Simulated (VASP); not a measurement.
# HfN (WC type) (P-6m2) in VASP: notebook

Runs on HfN (WC type). Level: PBE. Tasks: relaxation of cell and atoms.

All numbers are computed with VASP 6.6.1; they aren't measurements. Logs are shortened: lines on timing, memory, paths and dates and some standing lists are left out, and cuts for length are marked.

## 1. The cell of the first run

It takes space group P-6m2 (No. 187, hexagonal). The conventional cell has a = 2.954 Å, b = 2.954 Å, c = 2.895 Å, α = 90.00°, β = 90.00°, γ = 120.00°. Within 3.0 Å of Hf (site symmetry -6m2) lie 6 N at 2.24 Å and 8 Hf at 2.89 to 2.95 Å. N (site symmetry -6m2) has 6 Hf at 2.24 Å and 8 N at 2.89 to 2.95 Å within 3.0 Å.

## 2. Relaxation of cell and atoms, PBE, target pressure 22 GPa, at which the enthalpy is minimised

Contents of INCAR:

```
  PREC = Accurate
  ENCUT = 600
  EDIFF = 1E-7
  ISMEAR = -1
  SIGMA = 0.08
  LREAL = False
  LASPH = True
  NELM = 100
  ALGO = Normal
  ISIF = 3
  LWAVE = False
  LCHARG = False
  GGA = PE
  IBRION = 2
  NSW = 60
  EDIFFG = -0.005
  PSTRESS = 220.0
```

Contents of KPOINTS:

```
Automatic mesh
0
Gamma
  15 15 13
```

Contents of POSCAR:

```
HfN
1.0
    2.9537371138      0.0000000000      0.0000000000
   -1.4768685569      2.5580113766      0.0000000000
    0.0000000000      0.0000000000      2.8946623715
Hf N
1 1
Direct
    0.0000000000      0.0000000000      0.0000000000
    0.3333333333      0.6666666667      0.5000000000
```

Potentials or basis: VASP PAW PBE potentials, release 64 (Hf_pv, N).

The run is started by

```console
> cat potpaw_PBE.64/Hf_pv/POTCAR potpaw_PBE.64/N/POTCAR > POTCAR
> mpirun -np 1 vasp_std > vasp.out
```

OUTCAR:

```text
PREC = Accurate
   ENCUT = 600
   EDIFF = 1E-7
   ISMEAR = -1
   LREAL = False
   LASPH = True
   NELM = 100
   ISIF = 3
   GGA = PE
   IBRION = 2
   NSW = 60
   EDIFFG = -0.005
   PSTRESS = 220.0

 ion  position               nearest neighbor table
   1  0.000  0.000  0.000-   2 2.24   2 2.24   2 2.24   2 2.24   2 2.24   2 2.24
   2  0.333  0.667  0.500-   1 2.24   1 2.24   1 2.24   1 2.24   1 2.24   1 2.24

  LATTYP: Found a hexagonal cell.
 ALAT       =     2.9537371138
 C/A-ratio  =     0.9800000000

  Lattice vectors:

 A1 = (   2.9537371138,   0.0000000000,   0.0000000000)
 A2 = (  -1.4768685569,   2.5580113766,   0.0000000000)
 A3 = (   0.0000000000,   0.0000000000,   2.8946623715)

Analysis of symmetry for initial positions (statically):
=====================================================================
 Subroutine PRICEL returns:
 Original cell was already a primitive cell.

 Routine SETGRP: Setting up the symmetry group for a
 hexagonal supercell.

 Subroutine GETGRP returns: Found 12 space group operations
 (whereof 12 operations were pure point group operations)
 out of a pool of 24 trial point group operations.

The static configuration has the point symmetry D_3h.

Analysis of symmetry for dynamics (positions and initial velocities):
=====================================================================
 Subroutine PRICEL returns:
 Original cell was already a primitive cell.

 Routine SETGRP: Setting up the symmetry group for a
 hexagonal supercell.

 Subroutine GETGRP returns: Found 12 space group operations
 (whereof 12 operations were pure point group operations)
 out of a pool of 24 trial point group operations.

The dynamic configuration has the point symmetry D_3h.

 Subroutine INISYM returns: Found 12 space group operations
 (whereof 12 operations are pure point group operations),
 and found     1 'primitive' translations

----------------------------------------------------------------------------------------

                                     Primitive cell

  volume of cell :      21.8712

  direct lattice vectors                    reciprocal lattice vectors
     2.953737114  0.000000000  0.000000000     0.338554164  0.195464338  0.000000000
    -1.476868557  2.558011377  0.000000000     0.000000000  0.390928676  0.000000000
     0.000000000  0.000000000  2.894662371     0.000000000  0.000000000  0.345463433

  length of vectors
     2.953737114  2.953737114  2.894662371     0.390928676  0.390928676  0.345463433

  position of ions in fractional coordinates (direct lattice)
     0.000000000  0.000000000  0.000000000
     0.333333333  0.666666667  0.500000000

  ion indices of the primitive-cell ions
   primitive index   ion index
                 1           1
                 2           2

----------------------------------------------------------------------------------------

 KPOINTS: Automatic mesh

Automatic generation of k-mesh.
 Grid dimensions read from file:
 generate k-points for:   15   15   13

 Generating k-lattice:

  Cartesian coordinates                     Fractional coordinates (reciprocal lattice)
     0.022570278  0.013030956  0.000000000     0.066666667  0.000000000  0.000000000
     0.000000000  0.026061912  0.000000000     0.000000000  0.066666667  0.000000000
     0.000000000  0.000000000  0.026574110     0.000000000  0.000000000  0.076923077

  Length of vectors
     0.026061912  0.026061912  0.026574110

  Shift w.r.t. Gamma in fractional coordinates (k-lattice)
     0.000000000  0.000000000  0.000000000

 Subroutine IBZKPT returns following result:
 ===========================================

 Found    189 irreducible k-points:

 Following reciprocal coordinates:
            Coordinates               Weight
  0.000000  0.000000  0.000000      1.000000
  0.066667 -0.000000  0.000000      6.000000
  0.133333 -0.000000  0.000000      6.000000
  0.200000 -0.000000  0.000000      6.000000
  0.266667 -0.000000  0.000000      6.000000
  0.333333 -0.000000  0.000000      6.000000
[... 16 lines left out ...]
  0.333333  0.200000  0.000000     12.000000
  0.400000  0.200000  0.000000      6.000000
 [... further k-points ...]
   k-points           NKPTS =    189   k-points in BZ     NKDIM =    189   number of bands    NBANDS=     11
   number of dos      NEDOS =    301   number of ions     NIONS =      2
   total plane-waves  NPLWV =  13824
   dimension x,y,z NGX =    24 NGY =   24 NGZ =   24
   dimension x,y,z NGXF=    48 NGYF=   48 NGZF=   48
   ions per type =               1   1
   NGX,Y,Z   is equivalent  to a cutoff of  13.51, 13.51, 13.78 a.u.
   NGXF,Y,Z  is equivalent  to a cutoff of  27.02, 27.02, 27.57 a.u.
 SYSTEM =  unknown system
   PREC   = accura    normal or accurate (medium, high low for compatibility)
   ISTART =      0    job   : 0-new  1-cont  2-samecut
   ICHARG =      2    charge: 1-file 2-atom 10-const
   ISPIN  =      1    spin polarized calculation?
   LNONCOLLINEAR =      F non collinear calculations
   LSORBIT =      F    spin-orbit coupling
   LASPH  =      T    aspherical Exc in radial PAW
   ENCUT  =  600.0 eV  44.10 Ry    6.64 a.u.   5.90  5.90  5.78*2*pi/ulx,y,z
   NELM   =    100;   NELMIN=  2; NELMDL= -5     # of ELM steps
   EDIFF  = 0.1E-06   stopping-criterion for ELM
   LREAL  =      F    real-space projection
   EDIFFG = -.5E-02   stopping-criterion for IOM
   NSW    =     60    number of steps for IOM
   IBRION =      2    ionic relax: 0-MD 1-quasi-New 2-CG
   NFREE  =      1    steps in history (QN), initial steepest desc. (CG)
   ISIF   =      3    stress and relaxation
   ISYM   =      2    0-nonsym 1-usesym 2-fastsym
   POTIM  = 0.5000    time-step for ionic-motion
   TEBEG  =    0.0;   TEEND  =   0.0 temperature during run
   PSTRESS=  220.0 pullay stress
   NELECT =      15.0000    total number of electrons
   NUPDOWN=      -1.0000    fix difference up-down
   EMIN   =  10.00;   EMAX   =-10.00  energy-range for DOS
   EFERMI =   0.00;   METHOD = LEGACY
   ISMEAR =    -1;   SIGMA  =   0.08  broadening in eV -4-tet -1-fermi 0-gaus
   EFERMI_NEDOS =   21; number of points for ismear=-14 and -15
   IALGO  =     38    algorithm
   IMIX   =      4    mixing-type and parameters
     AMIX     =   0.40;   BMIX     =  1.00
     AMIX_MAG =   1.60;   BMIX_MAG =  1.00
  volume/ion in A,a.u.               =      10.94        73.80
  Fermi-wavevector in a.u.,A,eV,Ry     =   1.443714  2.728224 28.358762  2.084310
  Thomas-Fermi vector in A             =   2.562091
   LORBIT       =      0    0 simple, 1 ext, 2 COOP (PROOUT), +10 PAW based schemes
   GGA     = PE    functional components
   LHFCALC =     F    Hartree Fock is set to
   AEXX    =    0.0000 exact exchange contribution
   IVDW    =     0    specifies the selected vdW correction
   LEPSILON=     F    determine dielectric tensor
   LRPA    =     F    only Hartree local field effects (RPA)
 conjugate gradient relaxation of ions
 non-spin polarized calculation
  energy-cutoff  :      600.00
  volume of cell :       21.87
 maximum number of plane-waves:       742
 NGX is ok and might be reduce to    24
   NGX = 11   NGY = 11   NGZ = 11

--------------------------------------- Ionic step        1  -------------------------------------------

 number of electron      15.0000001 magnetization

 Free energy of the ion-electron system (eV)
  ---------------------------------------------------
  ext. energy  EPLUGINS =         0.00000000
  ---------------------------------------------------
  free energy    TOTEN  =       -20.78334799 eV

  energy without entropy =      -20.75521429  energy(sigma->0) =      -20.76928114

------------------------ aborting loop because EDIFF is reached ----------------------------------------

  FORCE on cell =-STRESS in cart. coord.  units (eV):
  Direction    XX          YY          ZZ          XY          YZ          ZX
  --------------------------------------------------------------------------------------
  -------------------------------------------------------------------------------------
  Total        4.5545644      4.5545644      1.6552553      0.0000000      0.0000000      0.0000000
  in kB      333.6454499    333.6454499    121.2560278      0.0000000      0.0000000      0.0000000
  external PRESSURE =      42.8489759 kB  Pullay stress =     220.0000000 kB
[... 289 lines left out ...]
  enthalpy is  TOTEN    =       -17.8200554120 eV   P V=        3.0523748861

--------------------------------------- Ionic step        9  -------------------------------------------

 number of electron      14.9999999 magnetization

 Free energy of the ion-electron system (eV)
  ---------------------------------------------------
  ext. energy  EPLUGINS =         0.00000000
  ---------------------------------------------------
  free energy    TOTEN  =       -20.87202541 eV

  energy without entropy =      -20.84206503  energy(sigma->0) =      -20.85704522

 E-fermi :   7.5981     XC(G=0): -12.8873

 val. band max:        7.5852715361   @ k =   0.3333   0.2000   0.0000
 cond. band min:       7.6022588478   @ k =   0.2000   0.0667   0.3077
 fundamental gap:      0.0169873117
 Fermi energy:         7.5980656455

 k-point     1 :       0.0000    0.0000    0.0000
  band No.  band energies     occupation
      1     -22.3392      2.00000
      2     -22.3392      2.00000
      3     -22.1507      2.00000
      4      -8.9904      2.00000
      5       3.9425      2.00000
      6       3.9425      2.00000
      7       5.0790      2.00000
      8       5.9564      2.00000
      9      10.3255      0.00000
     10      12.8900      0.00000
     11      12.8900      0.00000
[... 309 lines left out ...]
 k-point    24 :       0.4000    0.2000    0.0000
  band No.  band energies     occupation
      1     -23.4386      2.00000
      2     -22.8896      2.00000
      3     -21.9697      2.00000
      4      -6.5373      2.00000
      5       1.0861      2.00000
      6       3.6952      2.00000
      7       3.9846      2.00000
      8       7.6529      0.66996
      9      11.3834      0.00000
     10      11.4406      0.00000
     11      12.8009      0.00000

 [... further k-points ...]

------------------------ aborting loop because EDIFF is reached ----------------------------------------

  FORCE on cell =-STRESS in cart. coord.  units (eV):
  Direction    XX          YY          ZZ          XY          YZ          ZX
  --------------------------------------------------------------------------------------
  -------------------------------------------------------------------------------------
  Total        3.0497785      3.0497785      3.0477358      0.0000000      0.0000000      0.0000000
  in kB      219.8421469    219.8421468    219.6949018      0.0000000      0.0000000      0.0000000
  external PRESSURE =      -0.2069348 kB  Pullay stress =     220.0000000 kB
[... 17 lines left out ...]
  FREE ENERGIE OF THE ION-ELECTRON SYSTEM (eV)
  ---------------------------------------------------
  free  energy   TOTEN  =       -20.8720254111 eV

  energy  without entropy=      -20.8420650305  energy(sigma->0) =      -20.85704522

  enthalpy is  TOTEN    =       -17.8200570820 eV   P V=        3.0519683292

 reached required accuracy - stopping structural energy minimisation
```

Run time: 4.4 min. Hardware: 1 thread of Intel Xeon 8259CL, shared host; peak memory 0.2 GiB.

Results:

- Free energy: -20.8720 eV
- Relaxed volume: 11.11 Å³/atom
- Relaxed cell: a = 3.006 Å, b = 3.006 Å, c = 2.840 Å, α = 90.00°, β = 90.00°, γ = 120.00°
- Space group after relaxing (to 0.1 Å): P-6m2 (No. 187)
- Energy change on relaxing (the run minimises the enthalpy): -44.3 meV/atom
- Ionic steps: 9
- Pressure after relaxing: 22.0 GPa
- Band gap on the k mesh: zero (an odd number of electrons rules out a gap without spin polarisation)

Step by step:
```
step  energy change (eV)  largest force (eV/Å)  pressure (GPa)  volume (Å³)
   1              0.0000                0.0000           26.28        21.87
   2             -0.1250                0.0000           15.54        22.77
   3             -0.1022                0.0000           20.42        22.33
   4             -0.1010                0.0000           20.53        22.32
   5             -0.0602                0.0000           24.99        22.03
   6             -0.0876                0.0000           22.08        22.22
   7             -0.0879                0.0000           22.05        22.22
   8             -0.0891                0.0000           21.94        22.23
   9             -0.0887                0.0000           21.98        22.23
```

Final structure:
```
Hf N
1.0
     3.00619    0.00000    0.00000
    -1.50309    2.60344    0.00000
     0.00000    0.00000    2.83991
Hf N
1 1
Direct
  0.00000 0.00000 0.00000
  0.33333 0.66667 0.50000
```

Levels at points of the mesh, in eV from the Fermi level:
```
           k point  band 6  band 7  band 8  band 9  band 10  band 11
(0.00, 0.00, 0.00)   -3.66   -2.52   -1.64    2.73     5.29     5.29
```

Caveat: the cell is relaxed towards a set pressure, so the run minimises the enthalpy, not the energy; spin-orbit coupling is left out, which moves the levels of the heavy elements.

## 3. Relaxation of cell and atoms, PBE, target pressure 22 GPa, at which the enthalpy is minimised

This run uses another cell than the first one, of 11.19 Å³/atom.

Contents of INCAR:

```
SYSTEM = HfN
PREC     = Accurate       ! precision mode
ENCUT    = 600            ! plane-wave cutoff, eV
EDIFF    = 1E-7           ! SCF threshold, eV
ISMEAR   = -1             ! smearing method
SIGMA    = 0.08           ! smearing width, eV
LREAL    = .False.        ! projectors in reciprocal space
LASPH    = .True.         ! aspherical terms in the spheres
NELM     = 80             ! most SCF steps
ALGO     = Normal         ! electronic algorithm
ISIF     = 3              ! what is computed and relaxed
LWAVE    = .False.        ! write WAVECAR
LCHARG   = .False.        ! write CHGCAR
GGA      = PE             ! functional
IBRION   = 2              ! ionic algorithm
NSW      = 32             ! ionic steps
EDIFFG   = -0.005         ! ionic threshold
PSTRESS  = 220.0
```

Contents of KPOINTS:

```
regular mesh
0
Gamma
  15 15 13
  0 0 0
```

Contents of POSCAR:

```
HfN
1.0
    3.0125593122      0.0000000000      0.0000000000
   -1.5062796561      2.6089528948      0.0000000000
    0.0000000000      0.0000000000      2.8475483865
Hf N
1 1
Direct
    0.0000000000      0.0000000000      0.0000000000
    0.3333333333      0.6666666667      0.5000000000
```

Potentials or basis: VASP PAW PBE potentials, release 64 (Hf_pv, N).

The run is started by

```console
> cat potpaw_PBE.64/Hf_pv/POTCAR potpaw_PBE.64/N/POTCAR > POTCAR
> mpirun -np 1 vasp_std > vasp.out
```

Wall time 1.8 min (1 thread of Intel Xeon 8259CL, shared host); peak memory 0.2 GiB.

It converged, with:

| Item | Value |
| --- | --- |
| Free energy | -20.8724 eV |
| Relaxed volume | 11.11 Å³/atom |
| Relaxed cell | a = 3.006 Å, b = 3.006 Å, c = 2.840 Å, α = 90.00°, β = 90.00°, γ = 120.00° |
| Space group after relaxing (to 0.1 Å) | P-6m2 (No. 187) |
| Energy change on relaxing (the run minimises the enthalpy) | +10.2 meV/atom |
| Ionic steps | 3 |
| Pressure after relaxing | 22.0 GPa |
| Band gap on the k mesh | zero (an odd number of electrons rules out a gap without spin polarisation) |

Stress tensor (GPa, compression positive):
```
21.97  0.00  0.00
 0.00 21.97  0.00
 0.00  0.00 22.05
```

Step by step:
```tsv
step	energy change (eV)	largest force (eV/Å)	pressure (GPa)	volume (Å³)
1	0.0000	0.0000	19.71	22.38
2	0.0758	0.0000	27.58	21.87
3	0.0203	0.0000	21.99	22.22
```

Final structure:
```
CELL_PARAMETERS angstrom
3.00621 0.00000 0.00000
-1.50310 2.60345 0.00000
0.00000 0.00000 2.83962
ATOMIC_POSITIONS crystal
Hf 0.00000 0.00000 0.00000
N 0.33333 0.66667 0.50000
```

Levels at points of the mesh, in eV from the Fermi level:
```
           k point  band 5  band 6  band 7  band 8  band 9  band 10  band 11
(0.00, 0.00, 0.00)   -3.66   -3.66   -2.52   -1.64    2.73     5.29     5.29
```

Caveat: the cell is relaxed towards a set pressure, so the run minimises the enthalpy, not the energy; spin-orbit coupling is left out, which moves the levels of the heavy elements.
